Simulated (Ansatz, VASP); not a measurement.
# CoAu in VASP and in Ansatz

The input INCAR:

```
SYSTEM = CoAu
PREC     = Accurate       ! precision mode
ENCUT    = 520            ! plane-wave cutoff, eV
EDIFF    = 1E-6           ! SCF threshold, eV
ISMEAR   = 0              ! smearing method
SIGMA    = 0.1            ! smearing width, eV
LREAL    = .False.        ! projectors in reciprocal space
LASPH    = .True.         ! aspherical terms in the spheres
NELM     = 150            ! most SCF steps
ALGO     = Fast           ! electronic algorithm
ISIF     = 2              ! what is computed and relaxed
LWAVE    = .False.        ! write WAVECAR
LCHARG   = .True.         ! write CHGCAR
ISPIN    = 2              ! spin polarisation
MAGMOM   = 0.5 0          ! initial moments
LORBIT   = 11             ! projections on sites
LMAXMIX  = 4              ! l up to which the mixer works
GGA      = PE             ! functional
LELF     = .True.         ! ELF
LVHAR    = .True.       
NBANDS   = 21             ! bands
```

KPOINTS

```
regular mesh
0
Gamma
  18 18 18
  0 0 0
```

Contents of POSCAR:

```
CoAu
1.0
   -1.8904135609     -1.8904135609     -3.8593662291
   -1.8904135609     -3.8593662291     -1.8904135609
   -3.8593662291     -1.8904135609     -1.8904135609
Co Au
1 1
Direct
    0.0000000000      0.0000000000      0.0000000000
    0.5000000000      0.5000000000      0.5000000000
```

Input for Ansatz:

```yaml
crystal:
  lattice:
    - [1.8904135609, 1.8904135609, 3.8593662291]
    - [1.8904135609, 3.8593662291, 1.8904135609]
    - [3.8593662291, 1.8904135609, 1.8904135609]
  atoms:
    - { symbol: Co, position: [0.0, 0.0, 0.0], spin: 0.5 }
    - { symbol: Au, position: [0.5, 0.5, 0.5] }
basis:
  ecutwfc: 420
kpoints:
  mp_grid: { grid: [18, 18, 18] }
hamiltonian:
  xc: pbe
scf:
  occupations: { method: gaussian, width: 0.1 }
  lower_state_search: "off"
output:
  forces: true
  stress: true
  eigenvalues: true
  populations: true
magnetization:
  spin_polarized: true
```

Alike in both runs: task single point; functional PBE; k mesh 18 × 18 × 18; occupations gaussian, width 0.1 eV; collinear spin.

|  | VASP | Ansatz |
| --- | --- | --- |
| version | VASP 6.6.1 | Ansatz 0.2.0 |
| potentials or method | VASP PAW PBE potentials, release 64 (Co, Au), cutoff 520 eV | scalar-relativistic, plane waves, PAW |
| valence electrons in the cell | 20 | 36 |

|  | VASP | Ansatz | Ansatz less VASP |
| --- | --- | --- | --- |
| gap on the k mesh at the Fermi level (eV) | none | none | - |
| pressure (GPa) | -0.3 | 0.0 | +0.29 |
| net moment per atom (μB) | 0.89 | 0.90 | +0.009 |
| size of the moment on the site where the two differ most (μB) | 1.83 | 1.87 | +0.038 |

Site moments also hang on the region over which each program counts them. A gap of «none» marks a metal or a gap that the smearing closes. The functional is the same, so the differences come from potentials, cutoffs and numerics. VASP's potentials hold 20 valence electrons a cell and Ansatz's 36, so a difference there can come from the potentials and not from the codes.

Spin-orbit coupling is off throughout.
